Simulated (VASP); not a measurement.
ZnS:

```xyz
2
Lattice="0.0000 2.5527 2.5527 2.5527 0.0000 2.5527 2.5527 2.5527 0.0000" Properties=species:S:1:pos:R:3 pbc="T T T"
S     0.0000    0.0000    0.0000
Zn    2.5527    2.5527    2.5527
```

Base run:

| Property | Result |
| --- | --- |
| Program | VASP 6.6.1 |
| Functional | r2SCAN |
| Potentials or basis | VASP PAW PBE potentials, release 64 (S, Zn) |
| Cutoff | 520 eV |
| k mesh | 12 × 12 × 12 |
| Occupations | gaussian, width 0.05 eV |
| Spin | no spin polarisation |

Its results: band gap on the k mesh 0.15 eV (least direct gap 2.67 eV); pressure -2.2 GPa.

Problem. The run is repeated on the same cell with these changes: functional from r2SCAN to PBE; k mesh from 12 × 12 × 12 to 6 × 6 × 6. What comes out?

Solution. Band gap on the k mesh zero (bands 9 and 10 overlap by 0.28 eV); pressure 0.1 GPa.

Several settings changed at once.

Caveats: the PAW data sets were made with another functional, which shifts forces and pressure a little (at least some runs); semilocal functionals underestimate gaps, so a narrow gap can read as zero (at least some runs).

A k mesh can miss the band edges.
